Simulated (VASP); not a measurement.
# NaH (Fm-3m) in VASP: a series of runs, part 3 of 4

VASP 6.6.1.

## 4. Phonons, r2SCAN

This run uses another cell than the first one, of 11.31 Å³/atom.

Input file INCAR:

```
PREC = Accurate ; ENCUT = 520
EDIFF = 1E-8 ; ISMEAR = 0
SIGMA = 0.01 ; LREAL = False
LASPH = True ; NELM = 60
ALGO = Normal ; ISIF = 2
LWAVE = False ; LCHARG = False
METAGGA = R2SCAN ; LMIXTAU = True
NBANDS = 11 ; IBRION = 6
NFREE = 2 ; POTIM = 0.015
NSW = 1
```

Input file KPOINTS:

```
regular mesh
0
Gamma
  8 8 8
```

Input file POSCAR:

```
NaH
1.0
    2.2443531792      2.2443531792      0.0000000000
   -2.2443531792      2.2443531792      0.0000000000
    0.0000000000      2.2443531792      2.2443531792
Na H
1 1
Direct
    0.0000000000      0.0000000000      0.0000000000
    0.5000000000      0.5000000000      0.0000000000
```

Potentials or basis: VASP PAW PBE potentials, release 64 (Na_pv, H).

On the command line:

```sh
cat potpaw_PBE.64/Na_pv/POTCAR potpaw_PBE.64/H/POTCAR > POTCAR
mpirun -np 1 vasp_std > vasp.out
```

OUTCAR:

```text
PREC = Accurate
   ENCUT = 520
   EDIFF = 1E-8
   ISMEAR = 0
   LREAL = False
   LASPH = True
   NELM = 60
   ISIF = 2
   METAGGA = R2SCAN
   IBRION = 6
   NFREE = 2
   POTIM = 0.015
   NSW = 1

 ion  position               nearest neighbor table
   1  0.000  0.000  0.000-
   2  0.500  0.500  0.000-

  LATTYP: Found a face centered cubic cell.
 ALAT       =     4.4887063584

  Lattice vectors:

 A1 = (   0.0000000000,   2.2443531792,   2.2443531792)
 A2 = (   2.2443531792,   0.0000000000,   2.2443531792)
 A3 = (   2.2443531792,   2.2443531792,   0.0000000000)

Analysis of symmetry for initial positions (statically):
=====================================================================
 Subroutine PRICEL returns:
 Original cell was already a primitive cell.

 Routine SETGRP: Setting up the symmetry group for a
 face centered cubic supercell.

 Subroutine GETGRP returns: Found 48 space group operations
 (whereof 48 operations were pure point group operations)
 out of a pool of 48 trial point group operations.

The static configuration has the point symmetry O_h .

Analysis of symmetry for dynamics (positions and initial velocities):
=====================================================================
 Subroutine PRICEL returns:
 Original cell was already a primitive cell.

 Routine SETGRP: Setting up the symmetry group for a
 face centered cubic supercell.

 Subroutine GETGRP returns: Found 48 space group operations
 (whereof 48 operations were pure point group operations)
 out of a pool of 48 trial point group operations.

The dynamic configuration has the point symmetry O_h .

 Subroutine INISYM returns: Found 48 space group operations
 (whereof 48 operations are pure point group operations),
 and found     1 'primitive' translations

----------------------------------------------------------------------------------------

                                     Primitive cell

  volume of cell :      22.6102

  direct lattice vectors                    reciprocal lattice vectors
     2.244353179  2.244353179  0.000000000     0.222781336  0.222781336 -0.222781336
    -2.244353179  2.244353179  0.000000000    -0.222781336  0.222781336 -0.222781336
     0.000000000  2.244353179  2.244353179     0.000000000  0.000000000  0.445562672

  length of vectors
     3.173994705  3.173994705  3.173994705     0.385868593  0.385868593  0.445562672

  position of ions in fractional coordinates (direct lattice)
     0.000000000  0.000000000  0.000000000
     0.500000000  0.500000000  0.000000000

  ion indices of the primitive-cell ions
   primitive index   ion index
                 1           1
[... 107 lines left out ...]
  energy-cutoff  :      520.00
  volume of cell :       22.61
 maximum number of plane-waves:       620
   NGX = 11   NGY = 11   NGZ = 11

--------------------------------------- Ionic step        1  -------------------------------------------

 number of electron       8.0000003 magnetization

 Free energy of the ion-electron system (eV)
  ---------------------------------------------------
  ext. energy  EPLUGINS =         0.00000000
  ---------------------------------------------------
  free energy    TOTEN  =        -7.51867414 eV

  energy without entropy =       -7.51867414  energy(sigma->0) =       -7.51867414

------------------------ aborting loop because EDIFF is reached ----------------------------------------

  FORCE on cell =-STRESS in cart. coord.  units (eV):
  Direction    XX          YY          ZZ          XY          YZ          ZX
  --------------------------------------------------------------------------------------
  -------------------------------------------------------------------------------------
  Total        0.9483039      0.9483039      0.9483039      0.0000000      0.0000000      0.0000000
  in kB       67.1977167     67.1977167     67.1977167      0.0000000      0.0000000      0.0000000
  external PRESSURE =      67.1977167 kB  Pullay stress =       0.0000000 kB
[... 131 lines left out ...]
--------------------------------------- Ionic step        5  -------------------------------------------

 number of electron       8.0000004 magnetization

 Free energy of the ion-electron system (eV)
  ---------------------------------------------------
  ext. energy  EPLUGINS =         0.00000000
  ---------------------------------------------------
  free energy    TOTEN  =        -7.51837793 eV

  energy without entropy =       -7.51837793  energy(sigma->0) =       -7.51837793

 E-fermi :  -0.5177     XC(G=0):  -8.9952

 val. band max:       -0.6855509596   @ k =  -0.2500   0.2500   0.5000
 cond. band min:       4.1047012936   @ k =   0.5000   0.0000   0.0000
 fundamental gap:      4.7902522532
 Fermi energy:        -0.5176961013

 k-point     1 :       0.0000    0.0000    0.0000
  band No.  band energies     occupation
      1     -23.2083      2.00000
      2     -23.2081      2.00000
      3     -23.2078      2.00000
      4      -4.8743      2.00000
      5      12.9611      0.00000
      6      17.4084      0.00000
      7      17.4099      0.00000
      8      17.4105      0.00000
      9      18.9690      0.00000
     10      18.9692      0.00000
     11      18.9698      0.00000
[... 309 lines left out ...]
 k-point    24 :       0.5000    0.2500    0.1250
  band No.  band energies     occupation
      1     -23.3647      2.00000
      2     -23.2738      2.00000
      3     -23.2430      2.00000
      4      -1.1976      2.00000
      5       5.0169      0.00000
      6       8.7169      0.00000
      7      12.6824      0.00000
      8      17.6448      0.00000
      9      18.6282      0.00000
     10      22.4668      0.00000
     11      25.0091      0.00000

 [... further k-points ...]

------------------------ aborting loop because EDIFF is reached ----------------------------------------

  FORCE on cell =-STRESS in cart. coord.  units (eV):
  Direction    XX          YY          ZZ          XY          YZ          ZX
  --------------------------------------------------------------------------------------
  -------------------------------------------------------------------------------------
  Total        0.9504303      0.9478226      0.9478226      0.0000000      0.0000000     -0.0000000
  in kB       67.3483943     67.1636089     67.1636089      0.0000000      0.0000000     -0.0000000
  external PRESSURE =      67.2252041 kB  Pullay stress =       0.0000000 kB
[... 17 lines left out ...]
  FREE ENERGIE OF THE ION-ELECTRON SYSTEM (eV)
  ---------------------------------------------------
  free  energy   TOTEN  =        -7.5183779337 eV

  energy  without entropy=       -7.5183779337  energy(sigma->0) =       -7.51837793

 INTERNAL STRAIN TENSORS FROM DISPLACED ATOMS
 ============================================

 INTERNAL STRAIN TENSOR FOR ION    1 for displacements in x,y,z  (eV/Angst):
          X           Y           Z          XY          YZ          ZX
  --------------------------------------------------------------------------------
  x     0.00000     0.00000     0.00000     0.00000     0.00000     0.00000
  y     0.00000     0.00000     0.00000     0.00000     0.00000     0.00000
  z     0.00000     0.00000     0.00000     0.00000     0.00000     0.00000

 INTERNAL STRAIN TENSOR FOR ION    2 for displacements in x,y,z  (eV/Angst):
          X           Y           Z          XY          YZ          ZX
  --------------------------------------------------------------------------------
  x     0.00000     0.00000     0.00000     0.00000     0.00000     0.00000
  y     0.00000     0.00000     0.00000     0.00000     0.00000     0.00000
  z     0.00000     0.00000     0.00000     0.00000     0.00000     0.00000

 Eigenvectors and eigenvalues of the dynamical matrix
 ----------------------------------------------------

   1 f  =   22.910487 THz   143.950834 2PiTHz  764.211581 cm-1    94.750118 meV
             X         Y         Z           dx          dy          dz
      0.000000  0.000000  0.000000    -0.243801   -0.000000   -0.000000
      0.000000  2.244353  0.000000     0.969825   -0.000000    0.000000
[... 21 lines left out ...]
   6 f/i=    0.932297 THz     5.857797 2PiTHz   31.098095 cm-1     3.855671 meV
             X         Y         Z           dx          dy          dz
      0.000000  0.000000  0.000000     0.114499    0.154953    0.950495
      0.000000  2.244353  0.000000     0.028783    0.038953    0.238941

 ELASTIC MODULI CONTR FROM IONIC RELAXATION (kBar)
 Direction    XX          YY          ZZ          XY          YZ          ZX
 --------------------------------------------------------------------------------
 XX           0.0000      0.0000      0.0000      0.0000      0.0000      0.0000
 YY           0.0000      0.0000      0.0000      0.0000      0.0000      0.0000
 ZZ           0.0000      0.0000      0.0000      0.0000      0.0000      0.0000
 XY           0.0000      0.0000      0.0000      0.0000      0.0000      0.0000
 YZ           0.0000      0.0000      0.0000      0.0000      0.0000      0.0000
 ZX           0.0000      0.0000      0.0000      0.0000      0.0000      0.0000
 --------------------------------------------------------------------------------
```

OSZICAR:

```text
N       E                     dE             d eps       ncg     rms          rms(c)
[... 71 lines left out ...]
DAV:   7    -0.751840573168E+01    0.44939E-04   -0.27959E-06  1520   0.148E-02    0.171E-03
DAV:   8    -0.751837971318E+01    0.26019E-04   -0.27204E-06  1349   0.105E-02    0.618E-04
DAV:   9    -0.751837840269E+01    0.13105E-05   -0.21231E-07  1454   0.467E-03    0.372E-04
DAV:  10    -0.751837829941E+01    0.10328E-06   -0.34998E-08  1430   0.155E-03    0.218E-04
DAV:  11    -0.751837801821E+01    0.28121E-06   -0.26963E-08  1334   0.168E-03    0.139E-04
DAV:  12    -0.751837799647E+01    0.21735E-07   -0.32843E-09  1409   0.503E-04    0.348E-05
DAV:  13    -0.751837792657E+01    0.69899E-07   -0.23853E-09  1328   0.523E-04    0.117E-05
DAV:  14    -0.751837793374E+01   -0.71677E-08   -0.24284E-10   685   0.177E-04
   5 F= -.75183779E+01 E0= -.75183779E+01  d E =-.222919-126
```

Run time: 2.6 min. Hardware: 1 thread of AMD EPYC 9R45 (Zen 5), shared host; peak memory 0.12 GiB.

Results:

```yaml
Highest_phonon_frequency_at_Γ: 764 cm⁻¹
Most_unstable_mode: 31i cm⁻¹
```

Phonon frequencies in cm⁻¹ (negative: imaginary):
```tsv
q point	frequencies
(0.000, 0.000, 0.000)	-31 -31 -31 764 764 764
```

Caveat: the cell stands under pressure or tension, which shifts response properties; some modes are imaginary; the PAW data sets were made with another functional, which shifts forces and pressure a little.

## 5. Phonons, r2SCAN

This run uses another cell than the first one, of 12.12 Å³/atom.

Input file INCAR:

```
SYSTEM = NaH
PREC = Accurate
ENCUT = 520
EDIFF = 1E-8
ISMEAR = 0
SIGMA = 0.01
LREAL = .FALSE.
LASPH = .TRUE.
NELM = 60
ALGO = Normal
ISIF = 2
LWAVE = .FALSE.
LCHARG = .TRUE.
METAGGA = R2SCAN
LMIXTAU = .TRUE.
IBRION = 6
NFREE = 2
POTIM = 0.015
NSW = 1
```

Input file KPOINTS:

```
regular mesh
0
G
  8 8 8
  0 0 0
```

Input file POSCAR:

```
NaH
1.0
    2.2970685632      2.2970685632      0.0000000000
   -2.2970685632      2.2970685632      0.0000000000
    0.0000000000      2.2970685632      2.2970685632
Na H
1 1
Direct
    0.0000000000      0.0000000000      0.0000000000
    0.5000000000      0.5000000000      0.0000000000
```

Potentials or basis: VASP PAW PBE potentials, release 64 (Na_pv, H).

On the command line:

```sh
cat potpaw_PBE.64/Na_pv/POTCAR potpaw_PBE.64/H/POTCAR > POTCAR
mpirun -np 1 vasp_std > vasp.out
```

OUTCAR:

```text
SYSTEM = NaH
   PREC = Accurate
   ENCUT = 520
   EDIFF = 1E-8
   ISMEAR = 0
   LREAL = .FALSE.
   LASPH = .TRUE.
   NELM = 60
   ISIF = 2
   METAGGA = R2SCAN
   IBRION = 6
   NFREE = 2
   POTIM = 0.015
   NSW = 1

 ion  position               nearest neighbor table
   1  0.000  0.000  0.000-
   2  0.500  0.500  0.000-

  LATTYP: Found a face centered cubic cell.
 ALAT       =     4.5941371264

  Lattice vectors:

 A1 = (   0.0000000000,   2.2970685632,   2.2970685632)
 A2 = (   2.2970685632,   0.0000000000,   2.2970685632)
 A3 = (   2.2970685632,   2.2970685632,   0.0000000000)

Analysis of symmetry for initial positions (statically):
=====================================================================
 Subroutine PRICEL returns:
 Original cell was already a primitive cell.

 Routine SETGRP: Setting up the symmetry group for a
 face centered cubic supercell.

 Subroutine GETGRP returns: Found 48 space group operations
 (whereof 48 operations were pure point group operations)
 out of a pool of 48 trial point group operations.

The static configuration has the point symmetry O_h .

Analysis of symmetry for dynamics (positions and initial velocities):
=====================================================================
 Subroutine PRICEL returns:
 Original cell was already a primitive cell.

 Routine SETGRP: Setting up the symmetry group for a
 face centered cubic supercell.

 Subroutine GETGRP returns: Found 48 space group operations
 (whereof 48 operations were pure point group operations)
 out of a pool of 48 trial point group operations.

The dynamic configuration has the point symmetry O_h .

[... 305 lines left out ...]
 fundamental gap:      4.6526158569
 Fermi energy:        -0.8795693945

 k-point     1 :       0.0000    0.0000    0.0000
  band No.  band energies     occupation
      1     -23.5824      2.00000
      2     -23.5821      2.00000
      3     -23.5819      2.00000
      4      -4.9313      2.00000
      5      11.9655      0.00000
      6      16.5822      0.00000
      7      16.5833      0.00000
      8      16.5841      0.00000
[... 243 lines left out ...]
 k-point    24 :       0.5000    0.2500    0.1250
  band No.  band energies     occupation
      1     -23.7070      2.00000
      2     -23.6349      2.00000
      3     -23.6104      2.00000
      4      -1.4498      2.00000
      5       4.5754      0.00000
      6       8.1423      0.00000
      7      11.9049      0.00000
      8      16.6026      0.00000

 [... further k-points ...]

------------------------ aborting loop because EDIFF is reached ----------------------------------------

  FORCE on cell =-STRESS in cart. coord.  units (eV):
  Direction    XX          YY          ZZ          XY          YZ          ZX
  --------------------------------------------------------------------------------------
  -------------------------------------------------------------------------------------
  Total        0.5338953      0.5317760      0.5317760      0.0000000      0.0000000     -0.0000000
  in kB       35.2870069     35.1469318     35.1469318      0.0000000      0.0000000     -0.0000000
  external PRESSURE =      35.1936235 kB  Pullay stress =       0.0000000 kB
[... 17 lines left out ...]
  FREE ENERGIE OF THE ION-ELECTRON SYSTEM (eV)
  ---------------------------------------------------
  free  energy   TOTEN  =        -7.5700236218 eV

  energy  without entropy=       -7.5700236218  energy(sigma->0) =       -7.57002362

 INTERNAL STRAIN TENSORS FROM DISPLACED ATOMS
 ============================================

 INTERNAL STRAIN TENSOR FOR ION    1 for displacements in x,y,z  (eV/Angst):
          X           Y           Z          XY          YZ          ZX
  --------------------------------------------------------------------------------
  x     0.00000     0.00000     0.00000     0.00000     0.00000     0.00000
  y     0.00000     0.00000     0.00000     0.00000     0.00000     0.00000
  z     0.00000     0.00000     0.00000     0.00000     0.00000     0.00000

 INTERNAL STRAIN TENSOR FOR ION    2 for displacements in x,y,z  (eV/Angst):
          X           Y           Z          XY          YZ          ZX
  --------------------------------------------------------------------------------
  x     0.00000     0.00000     0.00000     0.00000     0.00000     0.00000
  y     0.00000     0.00000     0.00000     0.00000     0.00000     0.00000
  z     0.00000     0.00000     0.00000     0.00000     0.00000     0.00000

 Eigenvectors and eigenvalues of the dynamical matrix
 ----------------------------------------------------

   1 f  =   19.959960 THz   125.412128 2PiTHz  665.792605 cm-1    82.547725 meV
             X         Y         Z           dx          dy          dz
      0.000000  0.000000  0.000000    -0.000000   -0.136613    0.000000
      0.000000  2.297069  0.000000    -0.000000    0.990624    0.000000
[... 21 lines left out ...]
   6 f/i=    1.370818 THz     8.613106 2PiTHz   45.725581 cm-1     5.669247 meV
             X         Y         Z           dx          dy          dz
      0.000000  0.000000  0.000000     0.952771    0.271229    0.000000
      0.000000  2.297069  0.000000     0.131393    0.037404    0.000000

 ELASTIC MODULI CONTR FROM IONIC RELAXATION (kBar)
 Direction    XX          YY          ZZ          XY          YZ          ZX
 --------------------------------------------------------------------------------
 XX           0.0000      0.0000      0.0000      0.0000      0.0000      0.0000
 YY           0.0000      0.0000      0.0000      0.0000      0.0000      0.0000
 ZZ           0.0000      0.0000      0.0000      0.0000      0.0000      0.0000
 XY           0.0000      0.0000      0.0000      0.0000      0.0000      0.0000
 YZ           0.0000      0.0000      0.0000      0.0000      0.0000      0.0000
 ZX           0.0000      0.0000      0.0000      0.0000      0.0000      0.0000
 --------------------------------------------------------------------------------
```

OSZICAR:

```text
N       E                     dE             d eps       ncg     rms          rms(c)
DAV:   1     0.155404004794E+02    0.15540E+02   -0.51497E+03   464   0.113E+03
[... 69 lines left out ...]
DAV:   7    -0.757002604926E+01   -0.26369E-05   -0.15395E-06   992   0.169E-02    0.790E-04
DAV:   8    -0.757002435760E+01    0.16917E-05   -0.34570E-07  1112   0.508E-03    0.440E-04
DAV:   9    -0.757002372292E+01    0.63468E-06   -0.23228E-07   944   0.670E-03    0.230E-04
DAV:  10    -0.757002358673E+01    0.13619E-06   -0.72208E-08  1008   0.233E-03    0.459E-05
DAV:  11    -0.757002363992E+01   -0.53187E-07   -0.20459E-09  1072   0.555E-04    0.608E-05
DAV:  12    -0.757002361527E+01    0.24655E-07   -0.12564E-09   704   0.491E-04    0.163E-05
DAV:  13    -0.757002362176E+01   -0.64925E-08   -0.51253E-10   544   0.275E-04
   5 F= -.75700236E+01 E0= -.75700236E+01  d E =-.922738E-25
```

stdout:

```text
POSCAR found type information on POSCAR NaH
 POSCAR found :  2 types and       2 ions
 scaLAPACK will be used
 -----------------------------------------------------------------------------
|                                                                             |
|                                                                             |
|     You enforced a specific xc type in the INCAR file but a different       |
|     I HOPE YOU KNOW WHAT YOU ARE DOING!                                     |
|                                                                             |
 -----------------------------------------------------------------------------

 LDA part: xc-table for (None), standard interpolation
 POSCAR, INCAR and KPOINTS ok, starting setup
 FFT: planning ... GRIDC
 FFT: planning ... GRID_SOFT
 FFT: planning ... GRID
 WAVECAR not read
 entering main loop
 Found     2 degrees of freedom:
 Finite differences POTIM= 0.01500 DOF=   2
 bond charge predicted
 Finite differences progress:
 bond charge predicted
 Finite differences progress:
 bond charge predicted
 Finite differences progress:
 bond charge predicted
 Finite differences progress:
```

Run time: 1.9 min. Hardware: 1 thread of AMD EPYC 9R45 (Zen 5), shared host; peak memory 0.13 GiB.

What came out:

```yaml
Highest_phonon_frequency_at_Γ: 666 cm⁻¹
Most_unstable_mode: 46i cm⁻¹
```

Phonon frequencies in cm⁻¹ (negative: imaginary):
```csv
q point,frequencies
"(0.000, 0.000, 0.000)",-46 -46 -46 666 666 666
```

Caveat: the cell stands under pressure or tension, which shifts response properties; some modes are imaginary; the PAW data sets were made with another functional, which shifts forces and pressure a little.

(Part 3 of 4 ends here.)
